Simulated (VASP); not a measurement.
# Pd in VASP: notebook, part 2 of 2

VASP 6.6.1. Earlier steps stand in the parts before.

## Step 4: Single point, PBEsol (volume scaled by 1.06)

INCAR

```
SYSTEM = Pd
PREC = Accurate ; ENCUT = 520
EDIFF = 1E-6 ; ISMEAR = -1
SIGMA = 0.05 ; LREAL = .FALSE.
LASPH = .TRUE. ; NELM = 60
ALGO = Normal ; ISIF = 2
LWAVE = .FALSE. ; LCHARG = .FALSE.
GGA = PS ; NBANDS = 28
```

KPOINTS

```
Automatic mesh
0
G
  11 11 3
  0 0 0
```

POSCAR

```
Pd
1.0
    2.8167433005      0.0000000000      0.0000000000
   -1.4083716503      2.4393712543      0.0000000000
    0.0000000000      0.0000000000      9.2972315341
Pd
4
Direct
    0.6666666667      0.3333333333      0.7500000000
    0.0000000000      0.0000000000      0.5000000000
    0.3333333333      0.6666666667      0.2500000000
    0.0000000000      0.0000000000      0.0000000000
```

Potentials or basis: VASP PAW PBE potentials, release 64 (Pd).

On the command line:

```console
$ cat potpaw_PBE.64/Pd/POTCAR > POTCAR
$ mpirun -np 1 vasp_std > vasp.out
```

OUTCAR:

```text
SYSTEM = Pd
   PREC = Accurate
   ENCUT = 520
   EDIFF = 1E-6
   ISMEAR = -1
   LREAL = .FALSE.
   LASPH = .TRUE.
   NELM = 60
   ISIF = 2
   GGA = PS

 ion  position               nearest neighbor table
   1  0.667  0.333  0.750-   2 2.84   4 2.84   2 2.84   4 2.84   2 2.84   4 2.84
   2  0.000  0.000  0.500-   1 2.84   3 2.84   1 2.84   3 2.84   1 2.84   3 2.84
   3  0.333  0.667  0.250-   2 2.84   4 2.84   2 2.84   4 2.84   2 2.84   4 2.84
   4  0.000  0.000  0.000-   1 2.84   3 2.84   1 2.84   3 2.84   1 2.84   3 2.84

  LATTYP: Found a hexagonal cell.
 ALAT       =     2.8167433005
 C/A-ratio  =     3.3007024575

  Lattice vectors:

 A1 = (   2.8167433005,   0.0000000000,   0.0000000000)
 A2 = (  -1.4083716503,   2.4393712543,   0.0000000000)
 A3 = (   0.0000000000,   0.0000000000,   9.2972315341)

Analysis of symmetry for initial positions (statically):
=====================================================================
 Subroutine PRICEL returns:
 Original cell was already a primitive cell.

 Routine SETGRP: Setting up the symmetry group for a
 hexagonal supercell.

 Subroutine GETGRP returns: Found 24 space group operations
 (whereof 12 operations were pure point group operations)
 out of a pool of 24 trial point group operations.

The static configuration has the point symmetry D_3d.
 The point group associated with its full space group is D_6h.

Analysis of symmetry for dynamics (positions and initial velocities):
=====================================================================
 Subroutine PRICEL returns:
 Original cell was already a primitive cell.

 Routine SETGRP: Setting up the symmetry group for a
 hexagonal supercell.

 Subroutine GETGRP returns: Found 24 space group operations
 (whereof 12 operations were pure point group operations)
 out of a pool of 24 trial point group operations.

The dynamic configuration has the point symmetry D_3d.
[... 116 lines left out ...]
   NUPDOWN=      -1.0000    fix difference up-down
   EMIN   =  10.00;   EMAX   =-10.00  energy-range for DOS
   EFERMI =   0.00;   METHOD = LEGACY
   ISMEAR =    -1;   SIGMA  =   0.05  broadening in eV -4-tet -1-fermi 0-gaus
   EFERMI_NEDOS =   21; number of points for ismear=-14 and -15
   IALGO  =     38    algorithm
   IMIX   =      4    mixing-type and parameters
     AMIX     =   0.40;   BMIX     =  1.00
     AMIX_MAG =   1.60;   BMIX_MAG =  1.00
  volume/ion in A,a.u.               =      15.97       107.77
  Fermi-wavevector in a.u.,A,eV,Ry     =   1.400561  2.646676 26.688778  1.961570
  Thomas-Fermi vector in A             =   2.523509
   LORBIT       =      0    0 simple, 1 ext, 2 COOP (PROOUT), +10 PAW based schemes
   GGA     = PS    functional components
   LHFCALC =     F    Hartree Fock is set to
   AEXX    =    0.0000 exact exchange contribution
   IVDW    =     0    specifies the selected vdW correction
   LEPSILON=     F    determine dielectric tensor
   LRPA    =     F    only Hartree local field effects (RPA)
 non-spin polarized calculation
  energy-cutoff  :      520.00
  volume of cell :       63.88
 maximum number of plane-waves:      1733
 NGX is ok and might be reduce to    24
   NGX = 11   NGY = 11   NGZ = 35

 number of electron      39.9999992 magnetization

 Free energy of the ion-electron system (eV)
  ---------------------------------------------------
  ext. energy  EPLUGINS =         0.00000000
  ---------------------------------------------------
  free energy    TOTEN  =       -23.51062660 eV

  energy without entropy =      -23.41766827  energy(sigma->0) =      -23.46414743

 E-fermi :   8.3574     XC(G=0): -12.8909

 val. band max:        8.3560024356   @ k =   0.2727   0.0000   0.0000
 cond. band min:       8.3687285982   @ k =   0.0000   0.0000   0.3333
 fundamental gap:      0.0127261626
 Fermi energy:         8.3573769496

 k-point     1 :       0.0000    0.0000    0.0000
  band No.  band energies     occupation
      1       1.6971      2.00000
      2       3.2910      2.00000
      3       3.2965      2.00000
      4       3.5797      2.00000
      5       5.7544      2.00000
      6       5.7716      2.00000
[... 733 lines left out ...]
     27      21.5505      0.00000
     28      22.1886      0.00000

 [... further k-points ...]
[... 5 lines left out ...]
  --------------------------------------------------------------------------------------
  -------------------------------------------------------------------------------------
  Total       -5.7386151     -5.7386151     -5.8491302      0.0000000      0.0000000      0.0000000
  in kB     -143.9258680   -143.9258680   -146.6976154      0.0000000      0.0000000      0.0000000
  external PRESSURE =    -144.8497838 kB  Pullay stress =       0.0000000 kB

 VOLUME and BASIS-vectors are now :
 -----------------------------------------------------------------------------
  energy-cutoff  :      520.00
  volume of cell :       63.88
      direct lattice vectors                 reciprocal lattice vectors
     2.816743301  0.000000000  0.000000000     0.355019927  0.204970850  0.000000000
    -1.408371650  2.439371254  0.000000000     0.000000000  0.409941700  0.000000000
     0.000000000  0.000000000  9.297231534     0.000000000  0.000000000  0.107558900

 POSITION                                       TOTAL-FORCE (eV/Angst)
 -----------------------------------------------------------------------------------
      1.40837      0.81312      6.97292        -0.000000     -0.000000     -0.000000
      0.00000      0.00000      4.64862         0.000000      0.000000      0.000000
     -0.00000      1.62625      2.32431         0.000000      0.000000      0.000000
      0.00000      0.00000      0.00000        -0.000000      0.000000      0.000000
 -----------------------------------------------------------------------------------
    total drift:                               -0.000000      0.000000      0.000000

  FREE ENERGIE OF THE ION-ELECTRON SYSTEM (eV)
  ---------------------------------------------------
  free  energy   TOTEN  =       -23.5106265959 eV

  energy  without entropy=      -23.4176682716  energy(sigma->0) =      -23.46414743
```

OSZICAR:

```text
N       E                     dE             d eps       ncg     rms          rms(c)
DAV:   1     0.253884699625E+03    0.25388E+03   -0.19926E+04  1792   0.138E+03
DAV:   2    -0.182515562899E+02   -0.27214E+03   -0.25970E+03  1876   0.315E+02
DAV:   3    -0.249017697247E+02   -0.66502E+01   -0.64964E+01  2020   0.525E+01
DAV:   4    -0.249617618514E+02   -0.59992E-01   -0.59955E-01  1956   0.492E+00
DAV:   5    -0.249627744164E+02   -0.10126E-02   -0.10125E-02  1972   0.692E-01    0.136E+01
DAV:   6    -0.235528625002E+02    0.14099E+01   -0.45765E+00  1920   0.163E+01    0.589E+00
DAV:   7    -0.235359083575E+02    0.16954E-01   -0.13029E-01  1916   0.253E+00    0.333E+00
DAV:   8    -0.237956584987E+02   -0.25975E+00   -0.20543E+00  1888   0.105E+01    0.535E+00
DAV:   9    -0.235141774605E+02    0.28148E+00   -0.83910E-01  1868   0.791E+00    0.565E-01
DAV:  10    -0.235109620269E+02    0.32154E-02   -0.16152E-02  1944   0.859E-01    0.206E-01
DAV:  11    -0.235106804157E+02    0.28161E-03   -0.67785E-04  1940   0.147E-01    0.930E-02
DAV:  12    -0.235106261811E+02    0.54235E-04   -0.18532E-04  1948   0.736E-02    0.203E-02
DAV:  13    -0.235106275005E+02   -0.13194E-05   -0.29470E-05  1984   0.329E-02    0.133E-02
DAV:  14    -0.235106265959E+02    0.90455E-06   -0.71452E-06  1332   0.186E-02
   1 F= -.23510627E+02 E0= -.23464147E+02  d E =-.929583E-01
```

stdout:

```text
POSCAR found type information on POSCAR Pd
 POSCAR found :  1 types and       4 ions
 scaLAPACK will be used
 -----------------------------------------------------------------------------
|                                                                             |
|                                                                             |
|     You enforced a specific xc type in the INCAR file but a different       |
|     I HOPE YOU KNOW WHAT YOU ARE DOING!                                     |
|                                                                             |
 -----------------------------------------------------------------------------

 LDA part: xc-table for (Slater+PW92), standard interpolation
 POSCAR, INCAR and KPOINTS ok, starting setup
 FFT: planning ... GRIDC
 FFT: planning ... GRID_SOFT
 FFT: planning ... GRID
 WAVECAR not read
 entering main loop
```

Wall time 38 s (1 thread of AMD EPYC 9R45 (Zen 5), shared host); peak memory 0.17 GiB.

What came out:

```yaml
Free_energy: -23.5106 eV
Pressure: -14.5 GPa
Band_gap_on_the_k_mesh: zero (band 20 reaches 8.51 eV, above the bottom of band 21 at 7.72 eV)
```

Levels at points of the mesh, in eV from the Fermi level:
| k point | band 16 | band 17 | band 18 | band 19 | band 20 | band 21 | band 22 | band 23 | band 24 | band 25 |
| --- | --- | --- | --- | --- | --- | --- | --- | --- | --- | --- |
| (0.00, 0.00, 0.00) | -1.34 | -1.34 | -0.94 | -0.94 | -0.63 | -0.63 | -0.13 | -0.13 | 0.99 | 6.48 |

Caveat: the PAW data sets were made with another functional, which shifts forces and pressure a little.

## Step 5: Single point, PBEsol (atoms moved at random)

INCAR

```
SYSTEM = Pd
PREC = Accurate
ENCUT = 520
EDIFF = 1E-6
ISMEAR = -1
SIGMA = 0.05
LREAL = .False.
LASPH = .True.
NELM = 100
ALGO = Fast
ISIF = 2
LWAVE = .False.
LCHARG = .False.
GGA = PS
NBANDS = 28
```

KPOINTS

```
Automatic mesh
0
Gamma
  11 11 3
  0 0 0
```

POSCAR

```
Pd
1.0
    2.7625616691      0.0000000000      0.0000000000
   -1.3812808346      2.3924485850      0.0000000000
    0.0000000000      0.0000000000      9.1183940900
Pd
4
Direct
    0.6564510000      0.3288310000      0.7487340000
   -0.0000360000      0.0100860000      0.5012050000
    0.3415370000      0.6798650000      0.2517530000
    0.0018860000     -0.0026890000     -0.0010740000
```

On the command line:

```console
$ cat potpaw_PBE.64/Pd/POTCAR > POTCAR
$ mpirun -np 1 vasp_std > vasp.out
```

Wall time 4.4 min (1 thread of AMD EPYC 9R45 (Zen 5), shared host); peak memory 0.32 GiB.

The run converged. Its results:

```yaml
Free_energy: -23.7451 eV
Pressure: -6.2 GPa
Largest_force: 0.127 eV/Å
Band_gap_on_the_k_mesh: zero (band 20 reaches 9.47 eV, above the bottom of band 21 at 8.60 eV)
```

Forces on the atoms (eV/Å):
```
Pd   0.025  0.021  0.108
Pd   0.009 -0.025 -0.082
Pd  -0.004 -0.020 -0.126
Pd  -0.029  0.024  0.100
```

Stress tensor (GPa, compression positive):
```
-5.90  0.15  0.01
 0.15 -6.35  0.02
 0.01  0.02 -6.43
```

Levels at points of the mesh, in eV from the Fermi level:
| k point | band 17 | band 18 | band 19 | band 20 | band 21 | band 22 | band 23 | band 24 |
| --- | --- | --- | --- | --- | --- | --- | --- | --- |
| (0.00, 0.00, 0.00) | -1.44 | -1.04 | -1.03 | -0.70 | -0.68 | -0.17 | -0.10 | 0.86 |

Caveat: the cell differs from its parent crystal (atoms moved at random); the PAW data sets were made with another functional, which shifts forces and pressure a little.

## Step 6: Summary

| cell | gap on the mesh (eV) | pressure (GPa) |
| --- | --- | --- |
| a = 2.781, b = 2.781, c = 9.179 Å, angles 90.0, 90.0, 120.0°, 4 atoms | none | -9.4 |
| a = 2.799, b = 2.799, c = 9.238 Å, angles 90.0, 90.0, 120.0°, 4 atoms | none | -12.1 |
| a = 2.817, b = 2.817, c = 9.297 Å, angles 90.0, 90.0, 120.0°, 4 atoms | none | -14.5 |
| a = 2.763, b = 2.763, c = 9.118 Å, angles 90.0, 90.0, 120.0°, 4 atoms | none | -6.2 |

Alike in all rows: task single point; level PBEsol; potentials or basis VASP PAW PBE potentials, release 64 (Pd); no spin polarisation; k mesh 11 × 11 × 3; cutoff (eV) 520; smearing fermi-dirac 0.05 eV.

Caveats: the PAW data sets were made with another functional, which shifts forces and pressure a little.

Total energies depend on the potentials used, so only differences within one code and one set of settings carry meaning.
